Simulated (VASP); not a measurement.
# Cd in VASP: notebook

Cd is run at these levels: PBE+D3(BJ), PBE, BLYP+D4; tasks: single point.

Everything below comes from runs of VASP 6.6.1. Logs are shortened: lines on timing, memory, paths and dates and some standing lists are left out, and cuts for length are marked.

### 1 The cell of the first run

The typed cell holds 1 atom: a = 3.164 Å, b = 3.103 Å, c = 3.151 Å, α = 59.16°, β = 59.52°, γ = 61.14°.

### 2 Single point, PBE+D3(BJ) (the cell strained at random)

The input, INCAR:

```
SYSTEM = Cd
PREC = Accurate ; ENCUT = 520
EDIFF = 1E-7 ; ISMEAR = 1
SIGMA = 0.01 ; LREAL = .FALSE.
LASPH = .TRUE. ; NELM = 80
ALGO = Normal ; ISIF = 2
LWAVE = .FALSE. ; LCHARG = .TRUE.
GGA = PE ; IVDW = 12
LELF = .TRUE. ; LVHAR = .TRUE.
NBANDS = 12
```

The input, KPOINTS:

```
regular mesh
0
G
  8 8 8
  0 0 0
```

The input, POSCAR:

```
Cd
1.0
   -0.0239640000      2.2726000000      2.2006550000
    2.2249750000      0.0139780000      2.1627130000
    2.2231780000      2.2328610000      0.0157750000
Cd
1
Direct
    0.0000000000      0.0000000000      0.0000000000
```

Potentials or basis: VASP PAW PBE potentials, release 64 (Cd).

Run with:

```sh
$ cat potpaw_PBE.64/Cd/POTCAR > POTCAR
$ mpirun -np 1 vasp_std > vasp.out
```

OUTCAR:

```text
SYSTEM = Cd
   PREC = Accurate
   ENCUT = 520
   EDIFF = 1E-7
   ISMEAR = 1
   LREAL = .FALSE.
   LASPH = .TRUE.
   NELM = 80
   ISIF = 2
   GGA = PE
   IVDW = 12
 IVDW          = 12

 ion  position               nearest neighbor table
   1  0.000  0.000  0.000-

  LATTYP: Found a triclinic cell.
 ALAT       =     3.1029077742
 B/A-ratio  =     1.4413081076
 C/A-ratio  =     0.9950412722
 COS(alpha) =     0.0012750338
 COS(beta)  =     0.4818425752
 COS(gamma) =     0.7135599132

  Lattice vectors:

 A1 = (  -2.2249750000,  -0.0139780000,  -2.1627130000)
 A2 = (  -4.4721170000,   0.0257610000,   0.0221670000)
 A3 = (  -0.0017970000,   2.2188830000,  -2.1469380000)

Analysis of symmetry for initial positions (statically):
=====================================================================
 Subroutine PRICEL returns:
 Original cell was already a primitive cell.

 Routine SETGRP: Setting up the symmetry group for a
 triclinic supercell.

 Subroutine GETGRP returns: Found  2 space group operations
 (whereof  2 operations were pure point group operations)
 out of a pool of  2 trial point group operations.

The static configuration has the point symmetry S_2 .

Analysis of symmetry for dynamics (positions and initial velocities):
=====================================================================
 Subroutine PRICEL returns:
 Original cell was already a primitive cell.

 Routine SETGRP: Setting up the symmetry group for a
 triclinic supercell.

 Subroutine GETGRP returns: Found  2 space group operations
 (whereof  2 operations were pure point group operations)
 out of a pool of  2 trial point group operations.

The dynamic configuration has the point symmetry S_2 .

 Subroutine INISYM returns: Found  2 space group operations
 (whereof  2 operations are pure point group operations),
 and found     1 'primitive' translations

----------------------------------------------------------------------------------------

                                     Primitive cell

  volume of cell :      21.8274

  direct lattice vectors                    reciprocal lattice vectors
    -0.023964000  2.272600000  2.200655000    -0.221227008  0.218669674  0.226182576
     2.224975000  0.013978000  2.162713000     0.223475987 -0.224159501  0.233921383
     2.223178000  2.232861000  0.015775000     0.223765272  0.226697766 -0.231672403

  length of vectors
     3.163568786  3.102907774  3.150942322     0.384598976  0.393583806  0.393871650

  position of ions in fractional coordinates (direct lattice)
     0.000000000  0.000000000  0.000000000

  ion indices of the primitive-cell ions
   primitive index   ion index
                 1           1

----------------------------------------------------------------------------------------

 KPOINTS: regular mesh

Automatic generation of k-mesh.
 Grid dimensions read from file:
 generate k-points for:    8    8    8

 Generating k-lattice:

  Cartesian coordinates                     Fractional coordinates (reciprocal lattice)
    -0.027653376  0.027333709  0.028272822     0.125000000  0.000000000  0.000000000
     0.027934498 -0.028019938  0.029240173    -0.000000000  0.125000000 -0.000000000
     0.027970659  0.028337221 -0.028959050     0.000000000 -0.000000000  0.125000000

  Length of vectors
     0.048074872  0.049197976  0.049233956

  Shift w.r.t. Gamma in fractional coordinates (k-lattice)
     0.000000000  0.000000000  0.000000000

 Subroutine IBZKPT returns following result:
 ===========================================

 Found    260 irreducible k-points:

 Following reciprocal coordinates:
            Coordinates               Weight
  0.000000  0.000000  0.000000      1.000000
  0.125000  0.000000  0.000000      2.000000
  0.250000  0.000000  0.000000      2.000000
  0.375000 -0.000000  0.000000      2.000000
  0.500000  0.000000  0.000000      1.000000
  0.000000  0.125000 -0.000000      2.000000
[... 16 lines left out ...]
  0.125000  0.375000 -0.000000      2.000000
  0.250000  0.375000 -0.000000      2.000000
 [... further k-points ...]
   k-points           NKPTS =    260   k-points in BZ     NKDIM =    260   number of bands    NBANDS=     12
   number of dos      NEDOS =    301   number of ions     NIONS =      1
   total plane-waves  NPLWV =  13824
   dimension x,y,z NGX =    24 NGY =   24 NGZ =   24
   dimension x,y,z NGXF=    48 NGYF=   48 NGZF=   48
   ions per type =               1
   NGX,Y,Z   is equivalent  to a cutoff of  12.61, 12.86, 12.66 a.u.
   NGXF,Y,Z  is equivalent  to a cutoff of  25.22, 25.72, 25.33 a.u.
 SYSTEM =  Cd
   PREC   = accura    normal or accurate (medium, high low for compatibility)
   ISTART =      0    job   : 0-new  1-cont  2-samecut
   ICHARG =      2    charge: 1-file 2-atom 10-const
   ISPIN  =      1    spin polarized calculation?
   LNONCOLLINEAR =      F non collinear calculations
   LSORBIT =      F    spin-orbit coupling
   LASPH  =      T    aspherical Exc in radial PAW
   ENCUT  =  520.0 eV  38.22 Ry    6.18 a.u.   5.88  5.77  5.86*2*pi/ulx,y,z
   NELM   =     80;   NELMIN=  2; NELMDL= -5     # of ELM steps
   EDIFF  = 0.1E-06   stopping-criterion for ELM
   LREAL  =      F    real-space projection
   EDIFFG = 0.1E-05   stopping-criterion for IOM
   NSW    =      0    number of steps for IOM
   IBRION =     -1    ionic relax: 0-MD 1-quasi-New 2-CG
   NFREE  =      0    steps in history (QN), initial steepest desc. (CG)
   ISIF   =      2    stress and relaxation
   ISYM   =      2    0-nonsym 1-usesym 2-fastsym
   POTIM  = 0.5000    time-step for ionic-motion
   TEBEG  =    0.0;   TEEND  =   0.0 temperature during run
   PSTRESS=    0.0 pullay stress
   NELECT =      12.0000    total number of electrons
   NUPDOWN=      -1.0000    fix difference up-down
   EMIN   =  10.00;   EMAX   =-10.00  energy-range for DOS
   EFERMI =   0.00;   METHOD = LEGACY
   ISMEAR =     1;   SIGMA  =   0.01  broadening in eV -4-tet -1-fermi 0-gaus
   EFERMI_NEDOS =   21; number of points for ismear=-14 and -15
   IALGO  =     38    algorithm
   IMIX   =      4    mixing-type and parameters
     AMIX     =   0.40;   BMIX     =  1.00
     AMIX_MAG =   1.60;   BMIX_MAG =  1.00
  volume/ion in A,a.u.               =      21.83       147.30
  Fermi-wavevector in a.u.,A,eV,Ry     =   1.341120  2.534350 24.471486  1.798603
  Thomas-Fermi vector in A             =   2.469379
   LORBIT       =      0    0 simple, 1 ext, 2 COOP (PROOUT), +10 PAW based schemes
   GGA     = PE    functional components
   LHFCALC =     F    Hartree Fock is set to
   AEXX    =    0.0000 exact exchange contribution
   IVDW    =    12    specifies the selected vdW correction
   LEPSILON=     F    determine dielectric tensor
   LRPA    =     F    only Hartree local field effects (RPA)
 non-spin polarized calculation
 Methfessel and Paxton  Order N= 1 SIGMA  =   0.01
  energy-cutoff  :      520.00
  volume of cell :       21.83
 maximum number of plane-waves:       598
   NGX = 11   NGY = 11   NGZ = 11

 number of electron      12.0000001 magnetization

 Free energy of the ion-electron system (eV)
  ---------------------------------------------------
  ext. energy  EPLUGINS =         0.00000000
  ---------------------------------------------------
  free energy    TOTEN  =        -0.73117815 eV

  energy without entropy =       -0.73118042  energy(sigma->0) =       -0.73117891

 E-fermi :   2.5917     XC(G=0): -10.9857

 val. band max:        2.5833235390   @ k =   0.1250   0.5000  -0.0000
 cond. band min:       2.6571365759   @ k =  -0.1250  -0.1250   0.3750
 fundamental gap:      0.0738130368
 Fermi energy:         2.5917423607

 k-point     1 :       0.0000    0.0000    0.0000
  band No.  band energies     occupation
      1      -6.3605      2.00000
      2      -6.3176      2.00000
      3      -6.2198      2.00000
      4      -5.9472      2.00000
      5      -5.8837      2.00000
      6      -5.7978      2.00000
      7      16.5617      0.00000
      8      17.4093      0.00000
      9      17.9754      0.00000
     10      18.2286      0.00000
     11      20.6606      0.00000
     12      21.2596      0.00000

 k-point     2 :       0.1250    0.0000    0.0000
  band No.  band energies     occupation
      1      -6.4105      2.00000
      2      -6.2769      2.00000
      3      -6.1831      2.00000
      4      -5.8745      2.00000
      5      -5.8047      2.00000
      6      -5.5232      2.00000
      7      13.2854      0.00000
      8      17.0372      0.00000
      9      17.4971      0.00000
     10      17.7258      0.00000
     11      21.4467      0.00000
     12      22.1002      0.00000

 k-point     3 :       0.2500    0.0000    0.0000
  band No.  band energies     occupation
      1      -6.5706      2.00000
      2      -6.2592      2.00000
      3      -6.1546      2.00000
      4      -5.7608      2.00000
      5      -5.7381      2.00000
      6      -4.2314      2.00000
      7       8.6680      0.00000
      8      16.4064      0.00000
      9      16.6632      0.00000
     10      17.2104      0.00000
     11      20.7790      0.00000
     12      20.8316      0.00000

 k-point     4 :       0.3750   -0.0000    0.0000
  band No.  band energies     occupation
      1      -6.7336      2.00000
      2      -6.3133      2.00000
      3      -6.2046      2.00000
      4      -5.5821      2.00000
      5      -5.5598      2.00000
      6      -2.1130      2.00000
      7       4.4652      0.00000
      8      15.6725      0.00000
      9      15.9133      0.00000
     10      16.7614      0.00000
     11      19.5926      0.00000
     12      20.1083      0.00000

 k-point     5 :       0.5000    0.0000    0.0000
  band No.  band energies     occupation
      1      -6.8001      2.00000
      2      -6.3439      2.00000
      3      -6.2350      2.00000
      4      -5.5028      2.00000
      5      -5.4661      2.00000
      6       0.4050      2.00000
      7       1.2429      2.00000
      8      15.3590      0.00000
      9      15.6179      0.00000
     10      16.5648      0.00000
     11      19.2135      0.00000
     12      19.7056      0.00000
[... 228 lines left out ...]
      1      -6.4919      2.00000
      2      -6.2475      2.00000
      3      -6.1149      2.00000
      4      -5.8467      2.00000
      5      -5.7669      2.00000
      6      -3.1708      2.00000
      7       8.2962      0.00000
      8      11.6992      0.00000
      9      16.6800      0.00000
     10      16.9950      0.00000
     11      19.7468      0.00000
     12      20.2052      0.00000

 k-point    22 :      -0.0000    0.3750   -0.0000
  band No.  band energies     occupation
      1      -6.7125      2.00000
      2      -6.2777      2.00000
      3      -6.2326      2.00000
      4      -5.5984      2.00000
      5      -5.5362      2.00000
      6      -1.9635      2.00000
      7       4.9437      0.00000
      8      15.2829      0.00000
      9      15.6600      0.00000
     10      16.0856      0.00000
     11      19.3113      0.00000
     12      19.7654      0.00000

 k-point    23 :       0.1250    0.3750   -0.0000
  band No.  band energies     occupation
      1      -6.6177      2.00000
      2      -6.2439      2.00000
      3      -6.1234      2.00000
      4      -5.8960      2.00000
      5      -5.5123      2.00000
      6      -2.2869      2.00000
      7       6.4689      0.00000
      8      13.3564      0.00000
      9      14.7884      0.00000
     10      15.1157      0.00000
     11      20.7720      0.00000
     12      21.5422      0.00000

 k-point    24 :       0.2500    0.3750   -0.0000
  band No.  band energies     occupation
      1      -6.6860      2.00000
      2      -6.4607      2.00000
      3      -5.8422      2.00000
      4      -5.8137      2.00000
      5      -5.5060      2.00000
      6      -1.8609      2.00000
      7       8.5306      0.00000
      8      11.4532      0.00000
      9      11.5703      0.00000
     10      14.3606      0.00000
     11      16.4397      0.00000
     12      25.1439      0.00000

 [... further k-points ...]

------------------------ aborting loop because EDIFF is reached ----------------------------------------

 Edisp (eV)   -0.43810

 E8    (eV) :    -0.1943

  FORCE on cell =-STRESS in cart. coord.  units (eV):
  Direction    XX          YY          ZZ          XY          YZ          ZX
  --------------------------------------------------------------------------------------
  -------------------------------------------------------------------------------------
  Total      -0.05396    -0.06861    -0.08686    -0.00856     0.09666     0.01449
  in kB      -3.96057    -5.03590    -6.37551    -0.62853     7.09489     1.06374
  external pressure =       -5.12 kB  Pullay stress =        0.00 kB

 VOLUME and BASIS-vectors are now :
 -----------------------------------------------------------------------------
  energy-cutoff  :      520.00
  volume of cell :       21.83
      direct lattice vectors                 reciprocal lattice vectors
    -0.023964000  2.272600000  2.200655000    -0.221227008  0.218669674  0.226182576
     2.224975000  0.013978000  2.162713000     0.223475987 -0.224159501  0.233921383
     2.223178000  2.232861000  0.015775000     0.223765272  0.226697766 -0.231672403

 POSITION                                       TOTAL-FORCE (eV/Angst)
 -----------------------------------------------------------------------------------
      0.00000      0.00000      0.00000         0.000000     -0.000000      0.000000
 -----------------------------------------------------------------------------------
    total drift:                                0.000000      0.000000     -0.000000

  FREE ENERGIE OF THE ION-ELECTRON SYSTEM (eV)
  ---------------------------------------------------
  free  energy   TOTEN  =        -1.1692783157 eV

  energy  without entropy=       -1.1692805805  energy(sigma->0) =       -1.16927907
```

Wall time 14 s (1 thread of Intel Xeon 6975P-C (Granite Rapids), shared host); peak memory 0.19 GiB.

Results:

```
Free energy                : -1.1693 eV
Pressure                   : -0.5 GPa
Band gap on the k mesh     : zero (bands 6 and 7 overlap by 3.43 eV)
Dispersion energy per atom : -0.438 eV
```

Stress tensor (GPa, compression positive):
```
-0.40 -0.06  0.11
-0.06 -0.50  0.71
 0.11  0.71 -0.64
```

Caveat: the cell differs from its parent crystal (the cell strained at random).

(Continued in part 2 of 2.)
